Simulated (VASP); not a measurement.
Write the native input for VASP 6.6.1 that does the following.

| Item | Value |
| --- | --- |
| Task | single point |
| Functional | r2SCAN |
| Potentials or basis | VASP PAW PBE potentials, release 64 (Tl_d) |
| Cutoff | 550 eV |
| k mesh | 7 × 7 × 7 |
| Occupations | gaussian, width 0.1 eV |
| Spin | no spin polarisation |
| Dipole correction | no |
| Further INCAR settings | ALGO = Normal; EDIFF = 1e-06; NBANDS = 12 |

Tl:

```
Tl
1.0
    -1.94100    1.94100    1.94100
     1.94100   -1.94100    1.94100
     1.94100    1.94100   -1.94100
Tl
1
Direct
  0.00000 0.00000 0.00000
```

These files were run (other wordings do the same):

POSCAR

```
Tl
1.0
   -1.9410000000      1.9410000000      1.9410000000
    1.9410000000     -1.9410000000      1.9410000000
    1.9410000000      1.9410000000     -1.9410000000
Tl
1
Direct
    0.0000000000      0.0000000000      0.0000000000
```

INCAR.step1

```
PREC     = Accurate       # precision mode
ENCUT    = 550            # plane-wave cutoff, eV
ISMEAR   = 0              # smearing method
SIGMA    = 0.1            # smearing width, eV
LREAL    = F              # projectors in reciprocal space
LASPH    = T              # aspherical terms in the spheres
NELM     = 120            # most SCF steps
NBANDS   = 12             # bands
GGA      = PE             # functional
ALGO     = Normal         # electronic algorithm
EDIFF    = 1E-5           # SCF threshold, eV
LWAVE    = T              # write WAVECAR
LCHARG   = F              # write CHGCAR
GGA_COMPAT= F
```

INCAR.step2

```
PREC     = Accurate       # precision mode
ENCUT    = 550            # plane-wave cutoff, eV
EDIFF    = 1E-6           # SCF threshold, eV
ISMEAR   = 0              # smearing method
SIGMA    = 0.1            # smearing width, eV
LREAL    = F              # projectors in reciprocal space
LASPH    = T              # aspherical terms in the spheres
NELM     = 120            # most SCF steps
ALGO     = Normal         # electronic algorithm
ISIF     = 2              # what is computed and relaxed
LWAVE    = F              # write WAVECAR
LCHARG   = T              # write CHGCAR
METAGGA  = R2SCAN         # meta-GGA
LMIXTAU  = T            
LELF     = T              # ELF
LVHAR    = T            
NBANDS   = 12             # bands
ISTART   = 1            
GGA_COMPAT= F
```

KPOINTS

```
regular mesh
0
Gamma
  7 7 7
```

Potentials or basis: VASP PAW PBE potentials, release 64 (Tl_d).

Launch:

```console
$ cat potpaw_PBE.64/Tl_d/POTCAR > POTCAR
$ cp INCAR.step1 INCAR
$ mpirun -np 1 vasp_std > vasp.out
$ cp INCAR.step2 INCAR
$ mpirun -np 1 vasp_std > vasp.out
```

Results of the run:

```json
{
 "Pressure": "0.7 GPa"
}
```

Caveat: the PAW data sets were made with another functional, which shifts forces and pressure a little.

It took 15 s on 1 thread of Intel(R) Xeon(R) 6975P-C (Granite Rapids), on a shared host, peak memory 0.16 GiB.
